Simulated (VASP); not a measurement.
# ZrC (Fm-3m) in VASP: notebook, part 2 of 2

VASP 6.6.1.

### 5 Single point, PBEsol (volume scaled by 0.98)

Input file INCAR:

```
SYSTEM = ZrC
  PREC = Accurate
  ENCUT = 520
  EDIFF = 1E-7
  ISMEAR = -1
  SIGMA = 0.05
  LREAL = .False.
  LASPH = .True.
  NELM = 60
  ALGO = Normal
  ISIF = 2
  LWAVE = .False.
  LCHARG = .True.
  GGA = PS
  LELF = .True.
  LVHAR = .True.
  NBANDS = 15
```

Input file KPOINTS:

```
Automatic mesh
0
Gamma
  15 15 15
  0 0 0
```

Input file POSCAR:

```
ZrC
1.0
    0.0000000000      2.3344363032      2.3344363032
    2.3344363032      0.0000000000      2.3344363032
    2.3344363032      2.3344363032      0.0000000000
Zr C
1 1
Direct
    0.5000000000      0.5000000000      0.5000000000
    0.0000000000      0.0000000000      0.0000000000
```

Potentials or basis: VASP PAW PBE potentials, release 64 (Zr_sv, C).

The run is started by

```bash
$ cat potpaw_PBE.64/Zr_sv/POTCAR potpaw_PBE.64/C/POTCAR > POTCAR
$ mpirun -np 1 vasp_std > vasp.out
```

OUTCAR:

```text
SYSTEM = ZrC
   PREC = Accurate
   ENCUT = 520
   EDIFF = 1E-7
   ISMEAR = -1
   LREAL = .False.
   LASPH = .True.
   NELM = 60
   ISIF = 2
   GGA = PS

 ion  position               nearest neighbor table
   1  0.500  0.500  0.500-   2 2.33   2 2.33   2 2.33   2 2.33   2 2.33   2 2.33
   2  0.000  0.000  0.000-   1 2.33   1 2.33   1 2.33   1 2.33   1 2.33   1 2.33

  LATTYP: Found a face centered cubic cell.
 ALAT       =     4.6688726064

  Lattice vectors:

 A1 = (   0.0000000000,   2.3344363032,   2.3344363032)
 A2 = (   2.3344363032,   0.0000000000,   2.3344363032)
 A3 = (   2.3344363032,   2.3344363032,   0.0000000000)

Analysis of symmetry for initial positions (statically):
=====================================================================
 Subroutine PRICEL returns:
 Original cell was already a primitive cell.

 Routine SETGRP: Setting up the symmetry group for a
 face centered cubic supercell.

 Subroutine GETGRP returns: Found 48 space group operations
 (whereof 48 operations were pure point group operations)
 out of a pool of 48 trial point group operations.

The static configuration has the point symmetry O_h .

Analysis of symmetry for dynamics (positions and initial velocities):
[... 165 lines left out ...]

 k-point     1 :       0.0000    0.0000    0.0000
  band No.  band energies     occupation
      1     -38.1698      2.00000
      2     -15.8969      2.00000
      3     -15.8969      2.00000
      4     -15.8969      2.00000
      5      -1.6254      2.00000
      6      10.6831      0.00000
      7      10.6831      0.00000
      8      10.6831      0.00000
      9      10.7899      0.00000
     10      10.7899      0.00000
     11      10.7899      0.00000
     12      12.5906      0.00000
     13      12.5906      0.00000
     14      17.2524      0.00000
[... 401 lines left out ...]
      2     -16.1633      2.00000
      3     -15.9739      2.00000
      4     -15.9639      2.00000
      5      -0.8090      2.00000
      6       7.3362      2.00000
      7       8.9951      2.00000
      8       9.2643      1.99976
      9      10.2577      0.00004
     10      12.7154      0.00000
     11      13.1250      0.00000
     12      13.7788      0.00000
     13      15.7649      0.00000
     14      19.3233      0.00000
     15      22.3924      0.00000

 [... further k-points ...]
[... 5 lines left out ...]
  --------------------------------------------------------------------------------------
  -------------------------------------------------------------------------------------
  Total        0.0605793      0.0605793      0.0605793     -0.0000000     -0.0000000      0.0000000
  in kB        3.8146835      3.8146835      3.8146835     -0.0000000     -0.0000000      0.0000000
  external PRESSURE =       3.8146835 kB  Pullay stress =       0.0000000 kB

 VOLUME and BASIS-vectors are now :
 -----------------------------------------------------------------------------
  energy-cutoff  :      520.00
  volume of cell :       25.44
      direct lattice vectors                 reciprocal lattice vectors
     0.000000000  2.334436303  2.334436303    -0.214184469  0.214184469  0.214184469
     2.334436303  0.000000000  2.334436303     0.214184469 -0.214184469  0.214184469
     2.334436303  2.334436303  0.000000000     0.214184469  0.214184469 -0.214184469

 POSITION                                       TOTAL-FORCE (eV/Angst)
 -----------------------------------------------------------------------------------
      2.33444      2.33444      2.33444        -0.000000     -0.000000      0.000000
      0.00000      0.00000      0.00000         0.000000      0.000000     -0.000000
 -----------------------------------------------------------------------------------
    total drift:                                0.000000      0.000000      0.000000

  FREE ENERGIE OF THE ION-ELECTRON SYSTEM (eV)
  ---------------------------------------------------
  free  energy   TOTEN  =       -20.5741858872 eV

  energy  without entropy=      -20.5717322016  energy(sigma->0) =      -20.57295904
```

OSZICAR:

```text
N       E                     dE             d eps       ncg     rms          rms(c)
DAV:   1     0.983905019832E+02    0.98391E+02   -0.86066E+03  3600   0.108E+03
DAV:   2    -0.176997819705E+02   -0.11609E+03   -0.10868E+03  4622   0.287E+02
DAV:   3    -0.236479497265E+02   -0.59482E+01   -0.59117E+01  5806   0.547E+01
DAV:   4    -0.237791577216E+02   -0.13121E+00   -0.13113E+00  4483   0.593E+00
DAV:   5    -0.237809655792E+02   -0.18079E-02   -0.18078E-02  4716   0.575E-01    0.217E+01
DAV:   6    -0.206875572446E+02    0.30934E+01   -0.55670E+00  4276   0.218E+01    0.799E+00
DAV:   7    -0.205966894565E+02    0.90868E-01   -0.56110E-01  4165   0.553E+00    0.667E+00
DAV:   8    -0.206030486900E+02   -0.63592E-02   -0.29239E-01  4428   0.398E+00    0.441E+00
DAV:   9    -0.205747195100E+02    0.28329E-01   -0.49343E-02  3971   0.152E+00    0.668E-01
DAV:  10    -0.205742181930E+02    0.50132E-03   -0.47295E-03  4699   0.597E-01    0.169E-01
DAV:  11    -0.205741917400E+02    0.26453E-04   -0.23052E-04  4006   0.150E-01    0.467E-02
DAV:  12    -0.205741865273E+02    0.52127E-05   -0.48112E-06  4613   0.188E-02    0.792E-03
DAV:  13    -0.205741859632E+02    0.56407E-06   -0.12093E-06  4379   0.706E-03    0.281E-03
DAV:  14    -0.205741858872E+02    0.75987E-07   -0.59740E-08  2782   0.172E-03
   1 F= -.20574186E+02 E0= -.20572959E+02  d E =-.245369E-02
```

stdout:

```text
POSCAR found type information on POSCAR ZrC
 POSCAR found :  2 types and       2 ions
 scaLAPACK will be used
 -----------------------------------------------------------------------------
|                                                                             |
|                                                                             |
|     You enforced a specific xc type in the INCAR file but a different       |
|     I HOPE YOU KNOW WHAT YOU ARE DOING!                                     |
|                                                                             |
 -----------------------------------------------------------------------------

 LDA part: xc-table for (Slater+PW92), standard interpolation
 POSCAR, INCAR and KPOINTS ok, starting setup
 FFT: planning ... GRIDC
 FFT: planning ... GRID_SOFT
 FFT: planning ... GRID
 WAVECAR not read
 entering main loop
```

It took 56 s on 1 thread of Intel Xeon Platinum 8375C at 2.90GHz (Ice Lake), shared host; peak memory 0.18 GiB.

Results:

```
Free energy            : -20.5742 eV
Pressure               : 0.4 GPa
Band gap on the k mesh : zero (band 8 reaches 10.68 eV, above the bottom of band 9 at 9.36 eV)
```

Levels at points of the mesh, in eV from the Fermi level:
```
           k point  band 5  band 6  band 7  band 8  band 9  band 10  band 11  band 12
(0.00, 0.00, 0.00)  -11.34    0.97    0.97    0.97    1.07     1.07     1.07     2.87
```

Caveat: the PAW data sets were made with another functional, which shifts forces and pressure a little.

### 6 Summary

```csv
cell,gap on the mesh (eV),pressure (GPa)
"a = 3.256 Å, angles 60.0°, 2 atoms",none,11.0
"a = 3.290 Å, angles 60.0°, 2 atoms",none,2.9
"a = 3.301 Å, angles 60.0°, 2 atoms",none,0.4
```

Alike in all rows: task single point; level PBEsol; potentials or basis VASP PAW PBE potentials, release 64 (Zr_sv, C); no spin polarisation; k mesh 15 × 15 × 15; cutoff (eV) 520; smearing fermi-dirac 0.05 eV.

Caveats: the PAW data sets were made with another functional, which shifts forces and pressure a little.

Total energies depend on the potentials used, so only differences within one code and one set of settings carry meaning.
